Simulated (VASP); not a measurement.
Crystal: SiN2.

```
Si N
1.0
     2.93836    0.01325    0.00715
    -1.45771    2.44010   -0.01155
     0.02607   -0.03359   10.51205
Si N
2 4
Direct
  0.24777 0.65544 0.23461
  0.74310 0.37345 0.76210
  0.38432 0.72056 0.67966
  0.70211 0.32370 0.16029
  0.27326 0.67889 0.84441
  0.64944 0.24796 0.31893
```

* Program: VASP 6.6.1
* Task: relaxation of cell and atoms
* Functional: PBE
* Potentials or basis: VASP PAW PBE potentials, release 64 (Si, N)
* Cutoff: 600 eV
* k mesh: 6 × 6 × 2
* Occupations: gaussian, width 0.1 eV
* Spin: no spin polarisation

At the start: pressure 11.9 GPa; volume 12.60 Å³/atom.

Task: Where does the relaxation end?

Result: Over 93 steps the energy falls by 480.4 meV/atom and the volume is 11.91 Å³/atom (-5.4 %); space group P1 (No. 1, to 0.1 Å) before and after.

The path:
```
step  energy change (eV)  largest force (eV/Å)  pressure (GPa)  volume (Å³)
   1              0.0000                6.9700           11.94        75.57
   4             -1.2272                3.5160           -5.55        78.86
   7             -1.9221                1.6014           -3.47        76.91
  10             -2.3073                1.2885            2.80        75.82
  13             -2.5362                0.8871           -2.19        79.21
  16             -2.5879                0.2860            0.46        78.15
  19             -2.6205                0.6234           -2.23        78.87
  22             -2.6314                0.7710           -3.10        79.07
  25             -2.6458                0.8134           -3.33        79.05
  28             -2.7064                0.7906            1.86        76.95
  31             -2.7500                0.6448            0.72        77.15
  34             -2.7755                0.7802            0.32        77.11
  37             -2.8403                0.2905            0.27        76.97
  40             -2.8586                0.1935           -0.08        77.20
  43             -2.8619                0.0945           -0.04        77.17
  46             -2.8629                0.0301           -0.04        77.04
  49             -2.8631                0.0453           -0.01        76.94
  52             -2.8637                0.1148           -0.06        76.61
  55             -2.8644                0.0836           -0.11        76.33
  58             -2.8659                0.1130            0.00        75.45
  61             -2.8687                0.2097            0.12        73.91
  64             -2.8736                0.1061           -0.11        72.32
  67             -2.8755                0.0833           -0.05        71.39
  70             -2.8783                0.0854            0.04        70.18
  73             -2.8792                0.0281            0.09        70.08
  76             -2.8796                0.0544            0.00        70.26
  79             -2.8801                0.0728           -0.05        70.52
  82             -2.8809                0.0582            0.03        70.86
  85             -2.8817                0.0683           -0.03        71.19
  88             -2.8822                0.0576            0.06        71.33
  91             -2.8824                0.0197           -0.02        71.46
  93             -2.8824                0.0147           -0.01        71.46
```

Final structure:
```cif
data_structure
_symmetry_space_group_name_H-M 'P 1'
_symmetry_Int_Tables_number 1
_cell_length_a 2.9382
_cell_length_b 2.9382
_cell_length_c 9.3466
_cell_angle_alpha 89.254
_cell_angle_beta 90.930
_cell_angle_gamma 117.660
_cell_volume 71.46
loop_
_atom_site_label
_atom_site_type_symbol
_atom_site_fract_x
_atom_site_fract_y
_atom_site_fract_z
_atom_site_occupancy
Si1 Si 0.28638 0.57693 0.26053 1
Si2 Si 0.60468 0.31267 0.75844 1
N1 N 0.51996 0.78110 0.65910 1
N2 N 0.74911 0.50013 0.16118 1
N3 N 0.23979 0.62132 0.82935 1
N4 N 0.60008 0.20785 0.33140 1
```
